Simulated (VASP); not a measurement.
# SrMg (P-6m2) in VASP: further runs

SrMg is run at these levels: LDA; tasks: single point, relaxation of volume and atoms at fixed shape.

Program: VASP 6.6.1. These are calculated values, not measurements. Logs are shortened: lines on timing, memory, paths and dates and some standing lists are left out, and cuts for length are marked.

### 1 The cell of the first run

The structure is hexagonal, space group P-6m2 (No. 187). Conventional cell: a = 3.932 Å, b = 3.932 Å, c = 5.425 Å, α = 90.00°, β = 90.00°, γ = 120.00°. Within 4.6 Å of Sr (site symmetry -6m2) lie 6 Mg at 3.54 Å and 6 Sr at 3.93 Å. Within 4.6 Å of Mg (site symmetry -6m2) lie 6 Sr at 3.54 Å and 6 Mg at 3.93 Å.

### 2 Single point, LDA

Contents of INCAR:

```
SYSTEM = SrMg
ALGO     = Normal         ! electronic algorithm
EDIFF    = 1E-7           ! SCF threshold, eV
ENCUT    = 520            ! plane-wave cutoff, eV
ISIF     = 2              ! what is computed and relaxed
ISMEAR   = 1              ! smearing method
LASPH    = .TRUE.         ! aspherical terms in the spheres
LCHARG   = .FALSE.        ! write CHGCAR
LREAL    = .FALSE.        ! projectors in reciprocal space
LWAVE    = .FALSE.        ! write WAVECAR
NBANDS   = 13             ! bands
NELM     = 60             ! most SCF steps
PREC     = Accurate       ! precision mode
SIGMA    = 0.1            ! smearing width, eV
```

Contents of KPOINTS:

```
k-points
0
G
  5 5 3
  0 0 0
```

Contents of POSCAR:

```
SrMg
1.0
    3.9324088120      0.0000000000      0.0000000000
   -1.9662044060      3.4055659292      0.0000000000
    0.0000000000      0.0000000000      5.4248505556
Sr Mg
1 1
Direct
    0.0000000000      0.0000000000      0.0000000000
    0.6666666667      0.3333333333      0.5000000000
```

Potentials or basis: VASP PAW LDA potentials, release 64 (Sr_sv, Mg).

The run is started by

```
$ cat potpaw_LDA.64/Sr_sv/POTCAR potpaw_LDA.64/Mg/POTCAR > POTCAR
$ mpirun -np 1 vasp_std > vasp.out
```

OUTCAR:

```text
SYSTEM = SrMg
   EDIFF = 1E-7
   ENCUT = 520
   ISIF = 2
   ISMEAR = 1
   LASPH = .TRUE.
   LREAL = .FALSE.
   NELM = 60
   PREC = Accurate

 ion  position               nearest neighbor table
   1  0.000  0.000  0.000-   2 3.54   2 3.54   2 3.54   2 3.54   2 3.54   2 3.54
   2  0.667  0.333  0.500-   1 3.54   1 3.54   1 3.54   1 3.54   1 3.54   1 3.54

  LATTYP: Found a hexagonal cell.
 ALAT       =     3.9324088120
 C/A-ratio  =     1.3795235478

  Lattice vectors:

 A1 = (   3.9324088120,   0.0000000000,   0.0000000000)
 A2 = (  -1.9662044060,   3.4055659292,   0.0000000000)
 A3 = (   0.0000000000,   0.0000000000,   5.4248505556)

Analysis of symmetry for initial positions (statically):
=====================================================================
 Subroutine PRICEL returns:
 Original cell was already a primitive cell.

 Routine SETGRP: Setting up the symmetry group for a
 hexagonal supercell.

 Subroutine GETGRP returns: Found 12 space group operations
 (whereof 12 operations were pure point group operations)
 out of a pool of 24 trial point group operations.

The static configuration has the point symmetry D_3h.

Analysis of symmetry for dynamics (positions and initial velocities):
=====================================================================
 Subroutine PRICEL returns:
 Original cell was already a primitive cell.

 Routine SETGRP: Setting up the symmetry group for a
 hexagonal supercell.

 Subroutine GETGRP returns: Found 12 space group operations
 (whereof 12 operations were pure point group operations)
 out of a pool of 24 trial point group operations.

The dynamic configuration has the point symmetry D_3h.

 Subroutine INISYM returns: Found 12 space group operations
 (whereof 12 operations are pure point group operations),
 and found     1 'primitive' translations

----------------------------------------------------------------------------------------

                                     Primitive cell

  volume of cell :      72.6500

  direct lattice vectors                    reciprocal lattice vectors
     3.932408812  0.000000000  0.000000000     0.254297060  0.146818476  0.000000000
    -1.966204406  3.405565929  0.000000000     0.000000000  0.293636952  0.000000000
     0.000000000  0.000000000  5.424850556     0.000000000  0.000000000  0.184336875

  length of vectors
     3.932408812  3.932408812  5.424850556     0.293636952  0.293636952  0.184336875

  position of ions in fractional coordinates (direct lattice)
     0.000000000  0.000000000  0.000000000
     0.666666667  0.333333333  0.500000000

  ion indices of the primitive-cell ions
   primitive index   ion index
                 1           1
                 2           2

----------------------------------------------------------------------------------------

 KPOINTS: k-points

Automatic generation of k-mesh.
 Grid dimensions read from file:
 generate k-points for:    5    5    3

 Generating k-lattice:

  Cartesian coordinates                     Fractional coordinates (reciprocal lattice)
     0.050859412  0.029363695  0.000000000     0.200000000 -0.000000000  0.000000000
     0.000000000  0.058727390  0.000000000     0.000000000  0.200000000  0.000000000
     0.000000000  0.000000000  0.061445625     0.000000000  0.000000000  0.333333333

  Length of vectors
     0.058727390  0.058727390  0.061445625

  Shift w.r.t. Gamma in fractional coordinates (k-lattice)
     0.000000000  0.000000000  0.000000000

 Subroutine IBZKPT returns following result:
 ===========================================

 Found     10 irreducible k-points:

 Following reciprocal coordinates:
            Coordinates               Weight
  0.000000  0.000000  0.000000      1.000000
  0.200000  0.000000  0.000000      6.000000
  0.400000  0.000000  0.000000      6.000000
  0.200000  0.200000  0.000000      6.000000
  0.400000  0.200000  0.000000      6.000000
  0.000000  0.000000  0.333333      2.000000
  0.200000  0.000000  0.333333     12.000000
  0.400000  0.000000  0.333333     12.000000
  0.200000  0.200000  0.333333     12.000000
  0.400000  0.200000  0.333333     12.000000
   k-points           NKPTS =     10   k-points in BZ     NKDIM =     10   number of bands    NBANDS=     13
   number of dos      NEDOS =    301   number of ions     NIONS =      2
   total plane-waves  NPLWV =  36000
   dimension x,y,z NGX =    30 NGY =   30 NGZ =   40
   dimension x,y,z NGXF=    60 NGYF=   60 NGZF=   80
   ions per type =               1   1
   NGX,Y,Z   is equivalent  to a cutoff of  12.68, 12.68, 12.26 a.u.
   NGXF,Y,Z  is equivalent  to a cutoff of  25.37, 25.37, 24.52 a.u.
 SYSTEM =  SrMg
   PREC   = accura    normal or accurate (medium, high low for compatibility)
   ISTART =      0    job   : 0-new  1-cont  2-samecut
   ICHARG =      2    charge: 1-file 2-atom 10-const
   ISPIN  =      1    spin polarized calculation?
   LNONCOLLINEAR =      F non collinear calculations
   LSORBIT =      F    spin-orbit coupling
   LASPH  =      T    aspherical Exc in radial PAW
   ENCUT  =  520.0 eV  38.22 Ry    6.18 a.u.   7.31  7.31 10.09*2*pi/ulx,y,z
   NELM   =     60;   NELMIN=  2; NELMDL= -5     # of ELM steps
   EDIFF  = 0.1E-06   stopping-criterion for ELM
   LREAL  =      F    real-space projection
   EDIFFG = 0.1E-05   stopping-criterion for IOM
   NSW    =      0    number of steps for IOM
   IBRION =     -1    ionic relax: 0-MD 1-quasi-New 2-CG
   NFREE  =      0    steps in history (QN), initial steepest desc. (CG)
   ISIF   =      2    stress and relaxation
   ISYM   =      2    0-nonsym 1-usesym 2-fastsym
   POTIM  = 0.5000    time-step for ionic-motion
   TEBEG  =    0.0;   TEEND  =   0.0 temperature during run
   PSTRESS=    0.0 pullay stress
   NELECT =      12.0000    total number of electrons
   NUPDOWN=      -1.0000    fix difference up-down
   EMIN   =  10.00;   EMAX   =-10.00  energy-range for DOS
   EFERMI =   0.00;   METHOD = LEGACY
   ISMEAR =     1;   SIGMA  =   0.10  broadening in eV -4-tet -1-fermi 0-gaus
   EFERMI_NEDOS =   21; number of points for ismear=-14 and -15
   IALGO  =     38    algorithm
   IMIX   =      4    mixing-type and parameters
     AMIX     =   0.40;   BMIX     =  1.00
     AMIX_MAG =   1.60;   BMIX_MAG =  1.00
  volume/ion in A,a.u.               =      36.33       245.13
  Fermi-wavevector in a.u.,A,eV,Ry     =   0.898235  1.697418 10.977537  0.806826
  Thomas-Fermi vector in A             =   2.020919
   LORBIT       =      0    0 simple, 1 ext, 2 COOP (PROOUT), +10 PAW based schemes
   GGA     = CA    functional components
   LHFCALC =     F    Hartree Fock is set to
   AEXX    =    0.0000 exact exchange contribution
   IVDW    =     0    specifies the selected vdW correction
   LEPSILON=     F    determine dielectric tensor
   LRPA    =     F    only Hartree local field effects (RPA)
 non-spin polarized calculation
 Methfessel and Paxton  Order N= 1 SIGMA  =   0.10
  energy-cutoff  :      520.00
  volume of cell :       72.65
 maximum number of plane-waves:      1976
 NGX is ok and might be reduce to    30
   NGX = 15   NGY = 15   NGZ = 21

 number of electron      12.0000000 magnetization

 Free energy of the ion-electron system (eV)
  ---------------------------------------------------
  ext. energy  EPLUGINS =         0.00000000
  ---------------------------------------------------
  free energy    TOTEN  =        -3.51898491 eV

  energy without entropy =       -3.51540297  energy(sigma->0) =       -3.51779093

 E-fermi :   2.0560     XC(G=0):  -8.1519

 val. band max:        1.9292994725   @ k =   0.2000   0.0000   0.0000
 cond. band min:       2.0731496545   @ k =   0.4000   0.0000   0.3333
 fundamental gap:      0.1438501820
 Fermi energy:         2.0560471732

 k-point     1 :       0.0000    0.0000    0.0000
  band No.  band energies     occupation
      1     -34.0334      2.00000
      2     -16.1829      2.00000
      3     -15.9921      2.00000
      4     -15.9921      2.00000
      5      -3.0668      2.00000
      6       1.3125      2.00000
      7       2.4204     -0.00000
      8       4.4649      0.00000
      9       4.4649      0.00000
     10       6.3498      0.00000
     11       6.3498      0.00000
     12       8.0628      0.00000
     13       9.1197      0.00000

 k-point     2 :       0.2000    0.0000    0.0000
  band No.  band energies     occupation
      1     -34.0231      2.00000
      2     -16.1629      2.00000
      3     -16.1204      2.00000
      4     -16.0212      2.00000
      5      -2.4796      2.00000
      6       1.9293      2.07038
      7       2.2862     -0.00537
      8       3.3206     -0.00000
      9       5.0728      0.00000
     10       5.9849      0.00000
     11       6.2993      0.00000
     12       6.3399      0.00000
     13       8.1807      0.00000

 k-point     3 :       0.4000    0.0000    0.0000
  band No.  band energies     occupation
      1     -34.0064      2.00000
      2     -16.3192      2.00000
      3     -16.1305      2.00000
      4     -16.0677      2.00000
      5      -0.9260      2.00000
      6       1.3720      2.00000
      7       2.1153      0.16658
      8       2.5910     -0.00000
      9       5.5113      0.00000
     10       5.6110      0.00000
     11       5.9701      0.00000
     12       6.1942      0.00000
     13       7.7142      0.00000
[... 81 lines left out ...]
 k-point     9 :       0.2000    0.2000    0.3333
  band No.  band energies     occupation
      1     -34.0095      2.00000
      2     -16.2483      2.00000
      3     -16.1447      2.00000
      4     -16.0927      2.00000
      5      -0.9743      2.00000
      6       1.0621      2.00000
      7       2.5797     -0.00000
      8       3.2037     -0.00000
      9       3.6299     -0.00000
     10       5.2272      0.00000
     11       6.0046      0.00000
     12       7.4214      0.00000
     13       7.5483      0.00000

 k-point    10 :       0.4000    0.2000    0.3333
  band No.  band energies     occupation
      1     -34.0011      2.00000
      2     -16.3082      2.00000
      3     -16.1548      2.00000
      4     -16.1274      2.00000
      5       0.2892      2.00000
      6       1.1307      2.00000
      7       2.1111      0.20673
      8       2.7846     -0.00000
      9       2.9155     -0.00000
     10       5.2989      0.00000
     11       6.4972      0.00000
     12       6.8459      0.00000
     13       7.7226      0.00000

------------------------ aborting loop because EDIFF is reached ----------------------------------------

  FORCE on cell =-STRESS in cart. coord.  units (eV):
  Direction    XX          YY          ZZ          XY          YZ          ZX
  --------------------------------------------------------------------------------------
  -------------------------------------------------------------------------------------
  Total       -0.1135157     -0.1135157      0.0594754      0.0000000      0.0000000      0.0000000
  in kB       -2.5034031     -2.5034031      1.3116328      0.0000000      0.0000000      0.0000000
  external PRESSURE =      -1.2317245 kB  Pullay stress =       0.0000000 kB

 VOLUME and BASIS-vectors are now :
 -----------------------------------------------------------------------------
  energy-cutoff  :      520.00
  volume of cell :       72.65
      direct lattice vectors                 reciprocal lattice vectors
     3.932408812  0.000000000  0.000000000     0.254297060  0.146818476  0.000000000
    -1.966204406  3.405565929  0.000000000     0.000000000  0.293636952  0.000000000
     0.000000000  0.000000000  5.424850556     0.000000000  0.000000000  0.184336875

 POSITION                                       TOTAL-FORCE (eV/Angst)
 -----------------------------------------------------------------------------------
      0.00000      0.00000      0.00000         0.000000     -0.000000      0.000000
      1.96620      1.13519      2.71243        -0.000000      0.000000      0.000000
 -----------------------------------------------------------------------------------
    total drift:                                0.000000     -0.000000     -0.000000

  FREE ENERGIE OF THE ION-ELECTRON SYSTEM (eV)
  ---------------------------------------------------
  free  energy   TOTEN  =        -3.5189849100 eV

  energy  without entropy=       -3.5154029679  energy(sigma->0) =       -3.51779093
```

Run time: 6 s. Hardware: 1 thread of Intel Xeon Platinum 8488C (Sapphire Rapids), shared host; peak memory 0.15 GiB.

What came out:

```
Free energy            : -3.5190 eV
Pressure               : -0.1 GPa
Band gap on the k mesh : zero (band 6 reaches 2.22 eV, above the bottom of band 7 at 2.07 eV)
```

Levels at points of the mesh, in eV from the Fermi level:
| k point | band 4 | band 5 | band 6 | band 7 | band 8 | band 9 |
| --- | --- | --- | --- | --- | --- | --- |
| (0.00, 0.00, 0.00) | -18.05 | -5.12 | -0.74 | 0.36 | 2.41 | 2.41 |

Caveat: the k points lie up to 0.39 Å⁻¹ apart.

(Continued in part 2 of 2.)
